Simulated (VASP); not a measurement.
# HfB2 (P6/mmm) in VASP: a series of runs

HfB2 is run at these levels: PBEsol; tasks: single point.

All numbers are computed with VASP 6.6.1; they aren't measurements. Logs are shortened: lines on timing, memory, paths and dates and some standing lists are left out, and cuts for length are marked.

### 1 The cell of the first run

Symmetry: P6/mmm, No. 191, hexagonal system. Conventional cell: a = 3.076 Å, b = 3.076 Å, c = 3.409 Å, α = 90.00°, β = 90.00°, γ = 120.00°. Hf (site symmetry 6/mmm) has 12 B at 2.46 Å and 6 Hf at 3.08 Å within 3.2 Å. B (site symmetry -6m2) has 3 B at 1.78 Å and 6 Hf at 2.46 Å within 2.5 Å.

### 2 Single point, PBEsol (9.31 Å³/atom)

The input, INCAR:

```
ALGO = Normal
EDIFF = 1E-6
ENCUT = 520
GGA = PS
ISIF = 2
ISMEAR = -1
LASPH = T
LCHARG = F
LREAL = F
LWAVE = F
NBANDS = 15
NELM = 100
PREC = Accurate
SIGMA = 0.05
```

The input, KPOINTS:

```
k-points
0
Gamma
  13 13 11
```

The input, POSCAR:

```
HfB2
1.0
    3.0759004798      0.0000000000      0.0000000000
   -1.5379502400      2.6638079550      0.0000000000
    0.0000000000      0.0000000000      3.4089596583
Hf B
1 2
Direct
    0.0000000000      0.0000000000      0.0000000000
    0.3333333333      0.6666666667      0.5000000000
    0.6666666667      0.3333333333      0.5000000000
```

Potentials or basis: VASP PAW PBE potentials, release 64 (Hf_pv, B).

Run with:

```bash
$ cat potpaw_PBE.64/Hf_pv/POTCAR potpaw_PBE.64/B/POTCAR > POTCAR
$ mpirun -np 1 vasp_std > vasp.out
```

OUTCAR:

```text
EDIFF = 1E-6
   ENCUT = 520
   GGA = PS
   ISIF = 2
   ISMEAR = -1
   LASPH = T
   LREAL = F
   NELM = 100
   PREC = Accurate

 ion  position               nearest neighbor table
   1  0.000  0.000  0.000-   2 2.46   3 2.46   2 2.46   3 2.46   3 2.46   3 2.46   2 2.46   2 2.46
                             3 2.46   3 2.46   2 2.46   2 2.46
   2  0.333  0.667  0.500-   3 1.78   3 1.78   3 1.78   1 2.46   1 2.46   1 2.46   1 2.46   1 2.46
                             1 2.46
   3  0.667  0.333  0.500-   2 1.78   2 1.78   2 1.78   1 2.46   1 2.46   1 2.46   1 2.46   1 2.46
                             1 2.46

  LATTYP: Found a hexagonal cell.
 ALAT       =     3.0759004798
 C/A-ratio  =     1.1082802193

  Lattice vectors:

 A1 = (   3.0759004798,   0.0000000000,   0.0000000000)
 A2 = (  -1.5379502400,   2.6638079550,   0.0000000000)
 A3 = (   0.0000000000,   0.0000000000,   3.4089596583)

Analysis of symmetry for initial positions (statically):
=====================================================================
 Subroutine PRICEL returns:
 Original cell was already a primitive cell.

 Routine SETGRP: Setting up the symmetry group for a
 hexagonal supercell.

 Subroutine GETGRP returns: Found 24 space group operations
 (whereof 24 operations were pure point group operations)
 out of a pool of 24 trial point group operations.

The static configuration has the point symmetry D_6h.

Analysis of symmetry for dynamics (positions and initial velocities):
=====================================================================
 Subroutine PRICEL returns:
 Original cell was already a primitive cell.

 Routine SETGRP: Setting up the symmetry group for a
 hexagonal supercell.

 Subroutine GETGRP returns: Found 24 space group operations
 (whereof 24 operations were pure point group operations)
 out of a pool of 24 trial point group operations.

The dynamic configuration has the point symmetry D_6h.

 Subroutine INISYM returns: Found 24 space group operations
 (whereof 24 operations are pure point group operations),
 and found     1 'primitive' translations

----------------------------------------------------------------------------------------

                                     Primitive cell

  volume of cell :      27.9317

  direct lattice vectors                    reciprocal lattice vectors
     3.075900480  0.000000000  0.000000000     0.325108048  0.187701219  0.000000000
    -1.537950240  2.663807955  0.000000000     0.000000000  0.375402438  0.000000000
     0.000000000  0.000000000  3.408959658     0.000000000  0.000000000  0.293344627

  length of vectors
     3.075900480  3.075900480  3.408959658     0.375402438  0.375402438  0.293344627

  position of ions in fractional coordinates (direct lattice)
     0.000000000  0.000000000  0.000000000
     0.333333333  0.666666667  0.500000000
     0.666666667  0.333333333  0.500000000

  ion indices of the primitive-cell ions
   primitive index   ion index
                 1           1
                 2           2
                 3           3

----------------------------------------------------------------------------------------

 KPOINTS: k-points

Automatic generation of k-mesh.
 Grid dimensions read from file:
 generate k-points for:   13   13   11

 Generating k-lattice:

  Cartesian coordinates                     Fractional coordinates (reciprocal lattice)
     0.025008311  0.014438555  0.000000000     0.076923077  0.000000000  0.000000000
     0.000000000  0.028877111  0.000000000     0.000000000  0.076923077  0.000000000
     0.000000000  0.000000000  0.026667693     0.000000000  0.000000000  0.090909091

  Length of vectors
     0.028877111  0.028877111  0.026667693

  Shift w.r.t. Gamma in fractional coordinates (k-lattice)
     0.000000000  0.000000000  0.000000000

 Subroutine IBZKPT returns following result:
 ===========================================

 Found    126 irreducible k-points:

 Following reciprocal coordinates:
            Coordinates               Weight
  0.000000  0.000000  0.000000      1.000000
  0.076923  0.000000  0.000000      6.000000
  0.153846  0.000000  0.000000      6.000000
  0.230769  0.000000  0.000000      6.000000
  0.307692  0.000000  0.000000      6.000000
  0.384615 -0.000000  0.000000      6.000000
[... 16 lines left out ...]
  0.076923  0.000000  0.090909     12.000000
  0.153846  0.000000  0.090909     12.000000
 [... further k-points ...]
   k-points           NKPTS =    126   k-points in BZ     NKDIM =    126   number of bands    NBANDS=     15
   number of dos      NEDOS =    301   number of ions     NIONS =      3
   total plane-waves  NPLWV =  16128
   dimension x,y,z NGX =    24 NGY =   24 NGZ =   28
   dimension x,y,z NGXF=    48 NGYF=   48 NGZF=   56
   ions per type =               1   2
   NGX,Y,Z   is equivalent  to a cutoff of  12.97, 12.97, 13.65 a.u.
   NGXF,Y,Z  is equivalent  to a cutoff of  25.94, 25.94, 27.31 a.u.
 SYSTEM =  unknown system
   PREC   = accura    normal or accurate (medium, high low for compatibility)
   ISTART =      0    job   : 0-new  1-cont  2-samecut
   ICHARG =      2    charge: 1-file 2-atom 10-const
   ISPIN  =      1    spin polarized calculation?
   LNONCOLLINEAR =      F non collinear calculations
   LSORBIT =      F    spin-orbit coupling
   LASPH  =      T    aspherical Exc in radial PAW
   ENCUT  =  520.0 eV  38.22 Ry    6.18 a.u.   5.72  5.72  6.34*2*pi/ulx,y,z
   NELM   =    100;   NELMIN=  2; NELMDL= -5     # of ELM steps
   EDIFF  = 0.1E-05   stopping-criterion for ELM
   LREAL  =      F    real-space projection
   EDIFFG = 0.1E-04   stopping-criterion for IOM
   NSW    =      0    number of steps for IOM
   IBRION =     -1    ionic relax: 0-MD 1-quasi-New 2-CG
   NFREE  =      0    steps in history (QN), initial steepest desc. (CG)
   ISIF   =      2    stress and relaxation
   ISYM   =      2    0-nonsym 1-usesym 2-fastsym
   POTIM  = 0.5000    time-step for ionic-motion
   TEBEG  =    0.0;   TEEND  =   0.0 temperature during run
   PSTRESS=    0.0 pullay stress
   NELECT =      16.0000    total number of electrons
   NUPDOWN=      -1.0000    fix difference up-down
   EMIN   =  10.00;   EMAX   =-10.00  energy-range for DOS
   EFERMI =   0.00;   METHOD = LEGACY
   ISMEAR =    -1;   SIGMA  =   0.05  broadening in eV -4-tet -1-fermi 0-gaus
   EFERMI_NEDOS =   21; number of points for ismear=-14 and -15
   IALGO  =     38    algorithm
   IMIX   =      4    mixing-type and parameters
     AMIX     =   0.40;   BMIX     =  1.00
     AMIX_MAG =   1.60;   BMIX_MAG =  1.00
  volume/ion in A,a.u.               =       9.31        62.83
  Fermi-wavevector in a.u.,A,eV,Ry     =   1.359615  2.569299 25.151074  1.848552
  Thomas-Fermi vector in A             =   2.486347
   LORBIT       =      0    0 simple, 1 ext, 2 COOP (PROOUT), +10 PAW based schemes
   GGA     = PS    functional components
   LHFCALC =     F    Hartree Fock is set to
   AEXX    =    0.0000 exact exchange contribution
   IVDW    =     0    specifies the selected vdW correction
   LEPSILON=     F    determine dielectric tensor
   LRPA    =     F    only Hartree local field effects (RPA)
 non-spin polarized calculation
  energy-cutoff  :      520.00
  volume of cell :       27.93
 maximum number of plane-waves:       769
 NGX is ok and might be reduce to    24
   NGX = 11   NGY = 11   NGZ = 13

 number of electron      16.0000002 magnetization

 Free energy of the ion-electron system (eV)
  ---------------------------------------------------
  ext. energy  EPLUGINS =         0.00000000
  ---------------------------------------------------
  free energy    TOTEN  =       -27.81692572 eV

  energy without entropy =      -27.81548656  energy(sigma->0) =      -27.81620614

 E-fermi :   8.1129     XC(G=0): -12.9735

 val. band max:        8.0431142273   @ k =   0.0769   0.0000   0.2727
 cond. band min:       8.1681082361   @ k =   0.3077   0.1538   0.0000
 fundamental gap:      0.1249940089
 Fermi energy:         8.1129010089

 k-point     1 :       0.0000    0.0000    0.0000
  band No.  band energies     occupation
      1     -22.3457      2.00000
      2     -21.7498      2.00000
      3     -21.7498      2.00000
      4      -6.0311      2.00000
      5       4.8395      2.00000
      6       5.0243      2.00000
      7       5.0243      2.00000
      8       5.3251      2.00000
      9      12.3546      0.00000
     10      12.3546      0.00000
     11      13.0488      0.00000
     12      13.0488      0.00000
     13      13.3149      0.00000
     14      13.3149      0.00000
     15      13.5658      0.00000

 k-point     2 :       0.0769    0.0000    0.0000
  band No.  band energies     occupation
      1     -22.3360      2.00000
      2     -21.8089      2.00000
      3     -21.7626      2.00000
      4      -5.8937      2.00000
      5       4.6604      2.00000
      6       4.9788      2.00000
      7       5.0261      2.00000
      8       5.1903      2.00000
      9      11.9395      0.00000
     10      12.2546      0.00000
     11      12.3348      0.00000
     12      12.5370      0.00000
     13      13.8722      0.00000
     14      14.3435      0.00000
     15      14.4188      0.00000

 k-point     3 :       0.1538    0.0000    0.0000
  band No.  band energies     occupation
      1     -22.3090      2.00000
      2     -21.9696      2.00000
      3     -21.7981      2.00000
      4      -5.4969      2.00000
      5       3.7693      2.00000
      6       4.8563      2.00000
      7       5.0067      2.00000
      8       5.3214      2.00000
      9      10.8205      0.00000
     10      11.9732      0.00000
     11      11.9928      0.00000
     12      12.7337      0.00000
     13      14.4286      0.00000
     14      15.4464      0.00000
     15      15.5925      0.00000

 k-point     4 :       0.2308    0.0000    0.0000
  band No.  band energies     occupation
      1     -22.2708      2.00000
      2     -22.1883      2.00000
      3     -21.8477      2.00000
      4      -4.8801      2.00000
      5       2.6513      2.00000
      6       4.4576      2.00000
      7       4.9269      2.00000
      8       5.6091      2.00000
      9      10.2850      0.00000
     10      11.6559      0.00000
     11      12.1213      0.00000
     12      12.2354      0.00000
     13      14.6429      0.00000
     14      15.9714      0.00000
     15      17.3218      0.00000
[... 307 lines left out ...]
 k-point    22 :       0.0000    0.0000    0.0909
  band No.  band energies     occupation
      1     -22.3754      2.00000
      2     -21.7476      2.00000
      3     -21.7476      2.00000
      4      -5.8844      2.00000
      5       3.8939      2.00000
      6       5.1120      2.00000
      7       5.1120      2.00000
      8       6.2288      2.00000
      9      11.3331      0.00000
     10      11.3331      0.00000
     11      12.7362      0.00000
     12      12.7362      0.00000
     13      13.5492      0.00000
     14      14.5572      0.00000
     15      14.5572      0.00000

 k-point    23 :       0.0769    0.0000    0.0909
  band No.  band energies     occupation
      1     -22.3655      2.00000
      2     -21.8066      2.00000
      3     -21.7605      2.00000
      4      -5.7500      2.00000
      5       3.9545      2.00000
      6       4.7345      2.00000
      7       5.0970      2.00000
      8       6.1494      2.00000
      9      11.1126      0.00000
     10      11.1193      0.00000
     11      12.7028      0.00000
     12      12.9154      0.00000
     13      14.1939      0.00000
     14      14.4718      0.00000
     15      14.9024      0.00000

 k-point    24 :       0.1538    0.0000    0.0909
  band No.  band energies     occupation
      1     -22.3379      2.00000
      2     -21.9666      2.00000
      3     -21.7958      2.00000
      4      -5.3626      2.00000
      5       3.7459      2.00000
      6       4.1236      2.00000
      7       5.0282      2.00000
      8       6.0176      2.00000
      9      10.4506      0.00000
     10      10.9141      0.00000
     11      12.9736      0.00000
     12      13.1663      0.00000
     13      14.0079      0.00000
     14      15.5850      0.00000
     15      15.8969      0.00000

 [... further k-points ...]
[... 5 lines left out ...]
  --------------------------------------------------------------------------------------
  -------------------------------------------------------------------------------------
  Total        2.4212734      2.4212734      1.8940769     -0.0000000      0.0000000     -0.0000000
  in kB      138.8856476    138.8856476    108.6453490     -0.0000000      0.0000000     -0.0000000
  external PRESSURE =     128.8055481 kB  Pullay stress =       0.0000000 kB

 VOLUME and BASIS-vectors are now :
 -----------------------------------------------------------------------------
  energy-cutoff  :      520.00
  volume of cell :       27.93
      direct lattice vectors                 reciprocal lattice vectors
     3.075900480  0.000000000  0.000000000     0.325108048  0.187701219  0.000000000
    -1.537950240  2.663807955  0.000000000     0.000000000  0.375402438  0.000000000
     0.000000000  0.000000000  3.408959658     0.000000000  0.000000000  0.293344627

 POSITION                                       TOTAL-FORCE (eV/Angst)
 -----------------------------------------------------------------------------------
      0.00000      0.00000      0.00000         0.000000      0.000000     -0.000000
     -0.00000      1.77587      1.70448        -0.000000     -0.000000     -0.000000
      1.53795      0.88794      1.70448         0.000000      0.000000      0.000000
 -----------------------------------------------------------------------------------
    total drift:                               -0.000000      0.000000     -0.000000

  FREE ENERGIE OF THE ION-ELECTRON SYSTEM (eV)
  ---------------------------------------------------
  free  energy   TOTEN  =       -27.8169257223 eV

  energy  without entropy=      -27.8154865615  energy(sigma->0) =      -27.81620614
```

It took 77 s on 1 thread of Intel Xeon 8259CL, shared host; peak memory 0.18 GiB.

Results:

- Free energy: -27.8169 eV
- Pressure: 12.9 GPa
- Band gap on the k mesh: zero (bands 8 and 9 overlap by 1.09 eV)

Levels at points of the mesh, in eV from the Fermi level:
| k point | band 4 | band 5 | band 6 | band 7 | band 8 | band 9 | band 10 | band 11 | band 12 | band 13 |
| --- | --- | --- | --- | --- | --- | --- | --- | --- | --- | --- |
| (0.00, 0.00, 0.00) | -14.14 | -3.27 | -3.09 | -3.09 | -2.79 | 4.24 | 4.24 | 4.94 | 4.94 | 5.20 |

Caveat: the cell stands under pressure; the PAW data sets were made with another functional, which shifts forces and pressure a little; spin-orbit coupling is left out, which moves the levels of the heavy elements.

### 3 Single point, PBEsol (9.71 Å³/atom)

This run uses another cell than the first one, of 9.71 Å³/atom.

Edit INCAR of step 2 so:

```diff
@@ -7,4 +7,6 @@
 LASPH = T
-LCHARG = F
+LCHARG = T
+LELF = T
 LREAL = F
+LVHAR = T
 LWAVE = F
```

KPOINTS is that of step 2.

The input, POSCAR:

```
HfB2
1.0
    3.1189256393      0.0000000000      0.0000000000
   -1.5594628197      2.7010688362      0.0000000000
    0.0000000000      0.0000000000      3.4566435916
Hf B
1 2
Direct
    0.0000000000      0.0000000000      0.0000000000
    0.3333333333      0.6666666667      0.5000000000
    0.6666666667      0.3333333333      0.5000000000
```

Potentials or basis: VASP PAW PBE potentials, release 64 (Hf_pv, B).

Run with:

```bash
$ cat potpaw_PBE.64/Hf_pv/POTCAR potpaw_PBE.64/B/POTCAR > POTCAR
$ mpirun -np 1 vasp_std > vasp.out
```

Wall time 79 s (1 thread of Intel Xeon 8259CL, shared host); peak memory 0.19 GiB.

Results (log left out):

```
Free energy            : -27.8665 eV
Pressure               : 0.7 GPa
Band gap on the k mesh : zero (bands 8 and 9 overlap by 1.04 eV)
```

Stress tensor (GPa, compression positive):
```
 1.33  0.00  0.00
 0.00  1.33  0.00
 0.00  0.00 -0.43
```

Levels at points of the mesh, in eV from the Fermi level:
```
           k point  band 4  band 5  band 6  band 7  band 8  band 9  band 10  band 11  band 12  band 13
(0.00, 0.00, 0.00)  -13.91   -3.16   -3.00   -3.00   -2.81    4.03     4.03     4.70     4.70     5.02
```

Caveat: the PAW data sets were made with another functional, which shifts forces and pressure a little; spin-orbit coupling is left out, which moves the levels of the heavy elements.
